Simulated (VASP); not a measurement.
A run of VASP 6.6.1 is set up as follows.

The input INCAR:

```
PREC = Accurate ; ENCUT = 520
EDIFF = 1E-6 ; ISMEAR = -1
SIGMA = 0.05 ; LREAL = False
LASPH = True ; NELM = 60
ALGO = Normal ; ISIF = 2
LWAVE = False ; LCHARG = True
GGA = PE ; LELF = True
LVHAR = True ; NBANDS = 12
```

File KPOINTS:

```
regular mesh
0
Gamma
  15 15 15
```

File POSCAR:

```
Ag
1.0
    0.0000000000      2.0017471726      2.0017471726
    2.0017471726      0.0000000000      2.0017471726
    2.0017471726      2.0017471726      0.0000000000
Ag
1
Direct
    0.0000000000      0.0000000000      0.0000000000
```

Potentials or basis: VASP PAW PBE potentials, release 64 (Ag).

The run is started by

```console
$ cat potpaw_PBE.64/Ag/POTCAR > POTCAR
$ mpirun -np 1 vasp_std > vasp.out
```

Q: Predict the pressure.

A: 12.8 GPa.
